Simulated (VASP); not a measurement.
## WS: single point with PBE

The system is WS.

```
W S
1.0
     2.66702    2.66702    0.00000
     2.66702   -2.66702    5.33404
     2.66702   -2.66702   -5.33404
W S
4 4
Direct
  0.50000 0.50000 0.00000
  0.00000 0.00000 0.00000
  0.00000 0.50000 0.50000
  0.50000 0.00000 0.50000
  0.50000 0.12500 0.87500
  0.00000 0.62500 0.87500
  0.00000 0.12500 0.37500
  0.50000 0.62500 0.37500
```

* Program: VASP 6.6.1
* Task: single point
* Functional: PBE
* Potentials or basis: VASP PAW PBE potentials, release 64 (W_sv, S)
* Cutoff: 520 eV
* k mesh: 6 × 4 × 4
* Occupations: gaussian, width 0.1 eV
* Spin: no spin polarisation

* Pressure: 0.1 GPa
* Band gap on the k mesh: zero (band 40 reaches 8.01 eV, above the bottom of band 41 at 7.65 eV)

Levels at points of the mesh, in eV from the Fermi level:
| k point | band 36 | band 37 | band 38 | band 39 | band 40 | band 41 | band 42 | band 43 | band 44 | band 45 |
| --- | --- | --- | --- | --- | --- | --- | --- | --- | --- | --- |
| (0.00, 0.00, 0.00) | -0.50 | -0.21 | -0.21 | -0.14 | -0.14 | -0.13 | -0.13 | 0.68 | 0.75 | 1.03 |
| (0.50, 0.00, 0.00) | -1.10 | -0.96 | -0.96 | -0.66 | -0.66 | 0.31 | 0.31 | 0.42 | 0.42 | 1.64 |
| (0.00, 0.50, 0.00) | -0.80 | -0.79 | -0.79 | -0.29 | -0.29 | 0.04 | 0.04 | 1.93 | 1.93 | 2.13 |
| (0.50, 0.50, 0.00) | -1.73 | -0.28 | -0.28 | -0.28 | -0.28 | 0.04 | 0.04 | 0.04 | 0.04 | 2.13 |
| (0.00, 0.50, 0.50) | -1.10 | -0.67 | -0.67 | -0.05 | -0.05 | 0.31 | 0.31 | 2.54 | 2.54 | 3.05 |
| (0.50, 0.50, 0.50) | -0.49 | -0.21 | -0.21 | -0.13 | -0.13 | -0.13 | -0.13 | 0.75 | 0.75 | 1.03 |

Wall time 3.2 min on 1 thread of Intel(R) Xeon(R) Platinum 8259CL CPU @ 2.50GHz (Skylake/Cascade Lake) (shared host), peak memory 0.33 GiB.

Caveat: spin-orbit coupling is left out, which moves the levels of the heavy elements.
